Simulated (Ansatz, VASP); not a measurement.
## One calculation of BN, two programs

```xyz
2
Lattice="1.2302 0.7103 2.0090 -1.2302 0.7103 2.0090 0.0000 -1.4205 2.0090" Properties=species:S:1:pos:R:3 pbc="T T T"
B     0.0000    0.0000    6.2753
N     0.0000    0.0000    1.7551
```

Alike in both runs: task single point; functional PBEsol; k mesh 12 × 12 × 12; occupations gaussian, width 0.02 eV; no spin polarisation.

|  | VASP | Ansatz |
| --- | --- | --- |
| version | VASP 6.6.1 | Ansatz 0.2.0 |
| potentials or method | VASP PAW PBE potentials, release 64 (B, N), cutoff 520 eV | scalar-relativistic, plane waves, PAW |
| valence electrons in the cell | 8 | 8 |

```csv
,VASP,Ansatz,Ansatz less VASP
gap on the k mesh at the Fermi level (eV),4.39,4.40,+0.015
least direct gap on the mesh (eV),9.30,9.31,+0.010
```

VASP's potentials were made for PBE, not for PBEsol. Ansatz's warnings: near symmetry operations not taken.
